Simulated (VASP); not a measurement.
# Si4Mo2S: single point with PBE

The system is Si4Mo2S, a slab with vacuum.

```
Si Mo S
1.0
     3.21697    0.00000    0.00000
     0.00000    3.21697    0.00000
     0.00000    0.00000   21.87880
Si Mo S
4 2 1
Direct
  0.00000 0.00000 0.18283
  0.00000 0.00000 0.30151
  0.50000 0.50000 0.35937
  0.50000 0.50000 0.47438
  0.50000 0.50000 0.24217
  0.00000 0.00000 0.41929
  0.50000 0.50000 0.56963
```

```
Program                : VASP 6.6.1
Task                   : single point
Functional             : PBE
Potentials or basis    : VASP PAW PBE potentials, release 64 (Si, Mo_sv, S)
Cutoff                 : 520 eV
k mesh                 : 8 × 8 × 1
Occupations            : gaussian, width 0.1 eV
Spin                   : no spin polarisation
Dipole correction      : yes
Further INCAR settings : ALGO = Normal; EDIFF = 1e-06; NBANDS = 34
```

The largest force is 1.142 eV/Å and the band gap on the k mesh is zero (bands 25 and 26 overlap by 0.62 eV).

Forces on the atoms (eV/Å):
```
Si   0.000  0.000  0.596
Si   0.000  0.000 -0.516
Si   0.000  0.000 -0.150
Si   0.000  0.000  1.142
Mo   0.000  0.000 -0.120
Mo   0.000  0.000 -0.912
S    0.000  0.000 -0.041
```

Levels at points of the mesh, in eV from the Fermi level:
```
           k point  band 23  band 24  band 25  band 26  band 27  band 28
(0.00, 0.00, 0.00)     0.08     0.08     0.36     0.57     0.91     1.27
(0.50, 0.00, 0.00)    -0.87    -0.39    -0.32    -0.26     0.61     2.23
(0.50, 0.50, 0.00)    -1.94    -1.46    -1.46     0.28     1.01     2.28
```

It took 2.4 min on 1 thread of Intel(R) Xeon(R) 6975P-C (Granite Rapids), with other jobs on the host, peak memory 0.34 GiB.
